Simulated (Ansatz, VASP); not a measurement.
TiSi2: VASP beside Ansatz

```
CELL_PARAMETERS angstrom
3.47666 0.00000 0.00000
0.00000 13.28947 0.00000
0.00000 0.00000 3.50764
ATOMIC_POSITIONS crystal
Ti 0.50000 0.60242 0.75000
Ti 0.00000 0.89758 0.25000
Ti 0.00000 0.10242 0.75000
Ti 0.50000 0.39758 0.25000
Si 0.50000 0.93974 0.75000
Si 0.00000 0.56026 0.25000
Si 0.00000 0.75026 0.75000
Si 0.50000 0.74974 0.25000
Si 0.00000 0.43974 0.75000
Si 0.50000 0.06026 0.25000
Si 0.50000 0.25026 0.75000
Si 0.00000 0.24974 0.25000
```

Change from the starting cell: equal strain along all axes, cell held, atoms relaxed: -2.0 %.

Alike in both runs: functional PBE; k mesh 10 × 4 × 10; occupations gaussian, width 0.1 eV; no spin polarisation.

Ansatz relaxed the structure, and its values are those at the end. VASP's run is a single point on that final structure, the one shown.

|  | VASP | Ansatz |
| --- | --- | --- |
| version | VASP 6.6.1 | Ansatz 0.2.0 |
| potentials or method | VASP PAW PBE potentials, release 64 (Ti_sv, Si), cutoff 520 eV | scalar-relativistic, plane waves, PAW |
| valence electrons in the cell | 80 | 80 |

```csv
,VASP,Ansatz,Ansatz less VASP
gap on the k mesh at the Fermi level (eV),none,none,-
pressure (GPa),9.1,9.2,+0.07
rms of the force components (eV/Å),0.003,0.000,-0.0028
```

A gap of «none» marks a metal or a gap that the smearing closes. Ansatz's warnings: stress scf threshold loose.
